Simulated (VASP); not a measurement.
# K2PtC6N6 (P-31m) in VASP: electric field gradients with r2SCAN

Aim: the electric field gradients of K2PtC6N6 with r2SCAN.

All numbers are computed with VASP 6.6.1; they aren't measurements. Logs are shortened: lines on timing, memory, paths and dates and some standing lists are left out, and cuts for length are marked.

### 1 The cell of the first run

The structure is trigonal, space group P-31m (No. 162). Conventional cell: a = 7.393 Å, b = 7.393 Å, c = 6.661 Å, α = 90.00°, β = 90.00°, γ = 120.00°. Within 3.7 Å of K (site symmetry 32) lie 6 N at 2.83 Å and 6 C at 3.67 Å. Pt (site symmetry -3m) has 6 C at 2.02 Å within 2.7 Å. Within 1.6 Å of C (site symmetry m) lie 1 N at 1.16 Å. Within 1.6 Å of N (site symmetry m) lie 1 C at 1.16 Å.

### 2 Electric field gradients, r2SCAN

POSCAR

```
K2PtC6N6
1.0
    7.3927988720      0.0000000000      0.0000000000
   -3.6963994360      6.4023516282      0.0000000000
    0.0000000000      0.0000000000      6.6613000000
K Pt C N
2 1 6 6
Direct
    0.3333333333      0.6666666667      0.5000000000
    0.6666666667      0.3333333333      0.5000000000
    0.0000000000      0.0000000000      0.0000000000
    0.2230062416      0.2230062416      0.1739738714
    0.7769937584      0.0000000000      0.1739738714
    0.0000000000      0.7769937584      0.1739738714
    0.7769937584      0.7769937584      0.8260261286
    0.0000000000      0.2230062416      0.8260261286
    0.2230062416      0.0000000000      0.8260261286
    0.3513219900      0.3513219900      0.2750804217
    0.6486780100      0.0000000000      0.2750804217
    0.0000000000      0.6486780100      0.2750804217
    0.6486780100      0.6486780100      0.7249195783
    0.0000000000      0.3513219900      0.7249195783
    0.3513219900      0.0000000000      0.7249195783
```

INCAR.step1

```
  ALGO = Normal
  EDIFF = 1E-4
  ENCUT = 520
  GGA = PE
  ISMEAR = -1
  LASPH = T
  LCHARG = F
  LREAL = Auto
  LWAVE = T
  NBANDS = 54
  NELM = 80
  PREC = Accurate
  SIGMA = 0.05
```

INCAR.step2

```
  ALGO = Normal
  EDIFF = 1E-8
  ENCUT = 520
  ISIF = 2
  ISMEAR = -1
  ISTART = 1
  LASPH = T
  LCHARG = F
  LEFG = T
  LMIXTAU = T
  LREAL = Auto
  LWAVE = F
  METAGGA = R2SCAN
  NBANDS = 54
  NELM = 80
  PREC = Accurate
  SIGMA = 0.05
```

KPOINTS

```
k-points
0
Gamma
  5 5 5
```

Potentials or basis: VASP PAW PBE potentials, release 64 (K_sv, Pt, C, N).

Command:

```bash
$ cat potpaw_PBE.64/K_sv/POTCAR potpaw_PBE.64/Pt/POTCAR potpaw_PBE.64/C/POTCAR potpaw_PBE.64/N/POTCAR > POTCAR
$ cp INCAR.step1 INCAR
$ mpirun -np 1 vasp_std > vasp.out
$ cp INCAR.step2 INCAR
$ mpirun -np 1 vasp_std > vasp.out
```

OUTCAR:

```text
EDIFF = 1E-8
   ENCUT = 520
   ISIF = 2
   ISMEAR = -1
   ISTART = 1
   LASPH = T
   LREAL = Auto
   METAGGA = R2SCAN
   NELM = 80
   PREC = Accurate

 ion  position               nearest neighbor table
   1  0.333  0.667  0.500-
   2  0.667  0.333  0.500-
   3  0.000  0.000  0.000-   4 2.02   6 2.02   7 2.02   8 2.02   5 2.02   9 2.02
   4  0.223  0.223  0.174-  10 1.16   3 2.02
   5  0.777  0.000  0.174-  11 1.16   3 2.02
   6  0.000  0.777  0.174-  12 1.16   3 2.02
   7  0.777  0.777  0.826-  13 1.16   3 2.02
   8  0.000  0.223  0.826-  14 1.16   3 2.02
   9  0.223  0.000  0.826-  15 1.16   3 2.02
  10  0.351  0.351  0.275-   4 1.16
  11  0.649  0.000  0.275-   5 1.16
  12  0.000  0.649  0.275-   6 1.16
  13  0.649  0.649  0.725-   7 1.16
  14  0.000  0.351  0.725-   8 1.16
  15  0.351  0.000  0.725-   9 1.16

  LATTYP: Found a hexagonal cell.
 ALAT       =     7.3927988720
 C/A-ratio  =     0.9010525128

  Lattice vectors:

 A1 = (   7.3927988720,   0.0000000000,   0.0000000000)
 A2 = (  -3.6963994360,   6.4023516282,   0.0000000000)
 A3 = (   0.0000000000,   0.0000000000,   6.6613000000)

Analysis of symmetry for initial positions (statically):
=====================================================================
 Subroutine PRICEL returns:
 Original cell was already a primitive cell.

 Routine SETGRP: Setting up the symmetry group for a
 hexagonal supercell.

 Subroutine GETGRP returns: Found 12 space group operations
 (whereof 12 operations were pure point group operations)
 out of a pool of 24 trial point group operations.

The static configuration has the point symmetry D_3d.

Analysis of symmetry for dynamics (positions and initial velocities):
=====================================================================
 Subroutine PRICEL returns:
 Original cell was already a primitive cell.

 Routine SETGRP: Setting up the symmetry group for a
 hexagonal supercell.

 Subroutine GETGRP returns: Found 12 space group operations
 (whereof 12 operations were pure point group operations)
 out of a pool of 24 trial point group operations.

The dynamic configuration has the point symmetry D_3d.

 Subroutine INISYM returns: Found 12 space group operations
 (whereof 12 operations are pure point group operations),
 and found     1 'primitive' translations

----------------------------------------------------------------------------------------

                                     Primitive cell

  volume of cell :     315.2880

  direct lattice vectors                    reciprocal lattice vectors
     7.392798872  0.000000000  0.000000000     0.135266767  0.078096304  0.000000000
    -3.696399436  6.402351628  0.000000000     0.000000000  0.156192608  0.000000000
     0.000000000  0.000000000  6.661300000     0.000000000  0.000000000  0.150120847

  length of vectors
     7.392798872  7.392798872  6.661300000     0.156192608  0.156192608  0.150120847

  position of ions in fractional coordinates (direct lattice)
     0.333333333  0.666666667  0.500000000
     0.666666667  0.333333333  0.500000000
     0.000000000  0.000000000  0.000000000
     0.223006242  0.223006242  0.173973871
     0.776993758  0.000000000  0.173973871
     0.000000000  0.776993758  0.173973871
     0.776993758  0.776993758  0.826026129
     0.000000000  0.223006242  0.826026129
     0.223006242  0.000000000  0.826026129
     0.351321990  0.351321990  0.275080422
     0.648678010  0.000000000  0.275080422
     0.000000000  0.648678010  0.275080422
     0.648678010  0.648678010  0.724919578
     0.000000000  0.351321990  0.724919578
[... 114 lines left out ...]
   LEPSILON=     F    determine dielectric tensor
   LRPA    =     F    only Hartree local field effects (RPA)
 non-spin polarized calculation
  energy-cutoff  :      520.00
  volume of cell :      315.29
 maximum number of plane-waves:      8520
 NGX is ok and might be reduce to    56
   NGX = 27   NGY = 27   NGZ = 25

 number of electron      82.0000008 magnetization

 Free energy of the ion-electron system (eV)
  ---------------------------------------------------
  ext. energy  EPLUGINS =         0.00000000
  ---------------------------------------------------
  free energy    TOTEN  =      -178.16602877 eV

  energy without entropy =     -178.16602877  energy(sigma->0) =     -178.16602877

 E-fermi :  -2.7782     XC(G=0):  -7.5874

 val. band max:       -3.9361519981   @ k =  -0.2000  -0.4000   0.4000
 cond. band min:       2.0108714021   @ k =   0.4000   0.2000   0.4000
 fundamental gap:      5.9470234002
 Fermi energy:        -2.7781971113

 k-point     1 :       0.0000    0.0000    0.0000
  band No.  band energies     occupation
      1     -30.8060      2.00000
      2     -30.7968      2.00000
      3     -19.8111      2.00000
      4     -19.6892      2.00000
      5     -19.6854      2.00000
      6     -19.6854      2.00000
[... 1053 lines left out ...]
     52       4.0469      0.00000
     53       5.0773      0.00000
 [bands above 53 left out]

------------------------ aborting loop because EDIFF is reached ----------------------------------------

  FORCE on cell =-STRESS in cart. coord.  units (eV):
  Direction    XX          YY          ZZ          XY          YZ          ZX
  --------------------------------------------------------------------------------------
  -------------------------------------------------------------------------------------
  Total       -0.8058531     -0.8058531     -0.6080320      0.0000000      0.0000000      0.0000000
  in kB       -4.0950485     -4.0950485     -3.0897944      0.0000000      0.0000000      0.0000000
  external PRESSURE =      -3.7599638 kB  Pullay stress =       0.0000000 kB

 VOLUME and BASIS-vectors are now :
 -----------------------------------------------------------------------------
  energy-cutoff  :      520.00
  volume of cell :      315.29
      direct lattice vectors                 reciprocal lattice vectors
     7.392798872  0.000000000  0.000000000     0.135266767  0.078096304  0.000000000
    -3.696399436  6.402351628  0.000000000     0.000000000  0.156192608  0.000000000
     0.000000000  0.000000000  6.661300000     0.000000000  0.000000000  0.150120847

 POSITION                                       TOTAL-FORCE (eV/Angst)
 -----------------------------------------------------------------------------------
     -0.00000      4.26823      3.33065        -0.000000     -0.000000     -0.000000
      3.69640      2.13412      3.33065        -0.000000     -0.000000     -0.000000
      0.00000      0.00000      0.00000        -0.000000     -0.000000     -0.000000
      0.82432      1.42776      1.15889         0.063442      0.109885      0.108605
      5.74416      0.00000      1.15889        -0.126884     -0.000000      0.108605
     -2.87208      4.97459      1.15889         0.063442     -0.109885      0.108605
      2.87208      4.97459      5.50241        -0.063442     -0.109885     -0.108605
     -0.82432      1.42776      5.50241        -0.063442      0.109885     -0.108605
      1.64864      0.00000      5.50241         0.126884     -0.000000     -0.108605
      1.29863      2.24929      1.83239        -0.118728     -0.205642     -0.164909
      4.79555      0.00000      1.83239         0.237455     -0.000000     -0.164909
     -2.39777      4.15306      1.83239        -0.118728      0.205642     -0.164909
      2.39777      4.15306      4.82891         0.118728      0.205642      0.164909
     -1.29863      2.24929      4.82891         0.118728     -0.205642      0.164909
      2.59725      0.00000      4.82891        -0.237455     -0.000000      0.164909
 -----------------------------------------------------------------------------------
    total drift:                                0.000000      0.000000      0.000000

  FREE ENERGIE OF THE ION-ELECTRON SYSTEM (eV)
  ---------------------------------------------------
  free  energy   TOTEN  =      -178.1660287704 eV

  energy  without entropy=     -178.1660287704  energy(sigma->0) =     -178.16602877

 Electric field gradients (V/A^2)
---------------------------------------------------------------------
 ion       V_xx      V_yy      V_zz      V_xy      V_xz      V_yz
---------------------------------------------------------------------
   1      -3.716    -3.716     7.432    -0.000    -0.000    -0.000
   2      -3.716    -3.716     7.432    -0.000    -0.000    -0.000
   3       0.015     0.014    -0.029    -0.001     0.000     0.000
   4      15.322   -14.046    -1.277   -25.434   -19.833   -34.352
   5     -28.729    30.005    -1.277    -0.001    39.666     0.000
   6      15.322   -14.046    -1.277    25.432   -19.833    34.352
   7      15.322   -14.046    -1.277   -25.434   -19.833   -34.352
   8      15.322   -14.046    -1.277    25.432   -19.833    34.352
   9     -28.729    30.005    -1.277    -0.001    39.666     0.000
  10      21.192   -20.637    -0.555   -36.226   -30.241   -52.379
  11     -41.551    42.106    -0.555    -0.000    60.482    -0.000
  12      21.192   -20.637    -0.555    36.224   -30.241    52.379
  13      21.192   -20.637    -0.555   -36.226   -30.241   -52.379
  14      21.192   -20.637    -0.555    36.224   -30.241    52.379
  15     -41.551    42.106    -0.555    -0.000    60.482    -0.000
---------------------------------------------------------------------

 Electric field gradients after diagonalization (V/A^2)
 (convention: |V_zz| > |V_xx| > |V_yy|)
----------------------------------------------------------------------
 ion       V_xx      V_yy      V_zz     asymmetry (V_yy - V_xx)/ V_zz
----------------------------------------------------------------------
   1      -3.716    -3.716     7.432       0.000
   2      -3.716    -3.716     7.432       0.000
   3       0.015     0.014    -0.029       0.049
   4      30.006    26.971   -56.977       0.053
   5      30.005    26.971   -56.976       0.053
   6      30.005    26.971   -56.976       0.053
   7      30.006    26.971   -56.977       0.053
   8      30.005    26.971   -56.976       0.053
   9      30.005    26.971   -56.976       0.053
  10      42.808    42.107   -84.915       0.008
  11      42.808    42.106   -84.914       0.008
  12      42.808    42.106   -84.914       0.008
  13      42.808    42.107   -84.915       0.008
  14      42.808    42.106   -84.914       0.008
  15      42.808    42.106   -84.914       0.008
----------------------------------------------------------------------

           NMR quadrupolar parameters

 Cq : quadrupolar parameter    Cq=e*Q*V_zz/h
 eta: asymmetry parameters     (V_yy - V_xx)/ V_zz
 Q  : nuclear electric quadrupole moment in mb (millibarn)
----------------------------------------------------------------------
 ion       Cq(MHz)       eta       Q (mb)
----------------------------------------------------------------------
   1       0.018       0.000       1.000
   2       0.018       0.000       1.000
   3      -0.000       0.049       1.000
   4      -0.138       0.053       1.000
   5      -0.138       0.053       1.000
   6      -0.138       0.053       1.000
   7      -0.138       0.053       1.000
   8      -0.138       0.053       1.000
   9      -0.138       0.053       1.000
  10      -0.205       0.008       1.000
  11      -0.205       0.008       1.000
  12      -0.205       0.008       1.000
  13      -0.205       0.008       1.000
  14      -0.205       0.008       1.000
  15      -0.205       0.008       1.000
----------------------------------------------------------------------
```

Wall time 26 min (1 thread of Intel Xeon Platinum 8488C (Sapphire Rapids), shared host); peak memory 0.56 GiB.

Results:

```yaml
Free_energy: -178.1660 eV
Pressure: -0.4 GPa
Largest_force: 0.289 eV/Å
Band_gap_on_the_k_mesh: 5.95 eV (least direct gap 5.96 eV)
Largest_electric_field_gradient_by_atom: K +7.4; Pt -0.0; C -57.0; N -84.9 V/Å²
```

Forces in eV/Å, atoms in the order of the input:
```
K    0.000  0.000  0.000
K    0.000  0.000  0.000
Pt   0.000  0.000  0.000
C    0.063  0.110  0.109
C   -0.127  0.000  0.109
C    0.063 -0.110  0.109
C   -0.063 -0.110 -0.109
C   -0.063  0.110 -0.109
C    0.127  0.000 -0.109
N   -0.119 -0.206 -0.165
N    0.237  0.000 -0.165
N   -0.119  0.206 -0.165
N    0.119  0.206  0.165
N    0.119 -0.206  0.165
N   -0.237  0.000  0.165
```

Stress tensor (GPa, compression positive):
```
-0.41  0.00  0.00
 0.00 -0.41  0.00
 0.00  0.00 -0.31
```

Electric field gradients, principal values (V/Å²):
| atom | least | middle | greatest (by size) |
| --- | --- | --- | --- |
| 1 K | -3.716 | -3.716 | 7.432 |
| 2 K | -3.716 | -3.716 | 7.432 |
| 3 Pt | 0.014 | 0.015 | -0.029 |
| 4 C | 26.971 | 30.006 | -56.977 |
| 5 C | 26.971 | 30.005 | -56.976 |
| 6 C | 26.971 | 30.005 | -56.976 |
| 7 C | 26.971 | 30.006 | -56.977 |
| 8 C | 26.971 | 30.005 | -56.976 |
| 9 C | 26.971 | 30.005 | -56.976 |
| 10 N | 42.107 | 42.808 | -84.915 |
| 11 N | 42.106 | 42.808 | -84.914 |
| 12 N | 42.106 | 42.808 | -84.914 |
| 13 N | 42.107 | 42.808 | -84.915 |
| 14 N | 42.106 | 42.808 | -84.914 |
| 15 N | 42.106 | 42.808 | -84.914 |

Caveat: without QUAD_EFG the Cq values of the log hold for a quadrupole moment of 1 mb, not for the nuclei; the PAW data sets were made with another functional, which shifts forces and pressure a little; spin-orbit coupling is left out, which moves the levels of the heavy elements. A k mesh can miss the band edges.
